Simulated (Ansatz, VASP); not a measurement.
One calculation of AlAs, two programs

```xyz
2
Lattice="0.0000 2.8372 2.8372 2.8372 0.0000 2.8372 2.8372 2.8372 0.0000" Properties=species:S:1:pos:R:3 pbc="T T T"
Al    0.0000    0.0000    0.0000
As    1.4186    1.4186    1.4186
```

Alike in both runs: functional PBEsol; k mesh 8 × 8 × 8; occupations gaussian, width 0.02 eV; no spin polarisation.

Ansatz relaxed the structure, and its values are those at the end. VASP's run is a single point on that final structure, the one shown.

|  | VASP | Ansatz |
| --- | --- | --- |
| version | VASP 6.6.1 | Ansatz 0.2.0 |
| potentials or method | VASP PAW PBE potentials, release 64 (Al, As), cutoff 500 eV | scalar-relativistic, plane waves, PAW |
| valence electrons in the cell | 8 | 18 |

|  | VASP | Ansatz | Ansatz less VASP |
| --- | --- | --- | --- |
| gap on the k mesh at the Fermi level (eV) | 1.33 | 1.34 | +0.012 |
| least direct gap on the mesh (eV) | 1.92 | 1.91 | -0.014 |
| pressure (GPa) | 0.3 | 0.0 | -0.28 |

VASP's potentials were made for PBE, not for PBEsol, and Ansatz warns of the same on its side. VASP's potentials hold 8 valence electrons a cell and Ansatz's 18, so a difference there can come from the potentials and not from the codes.
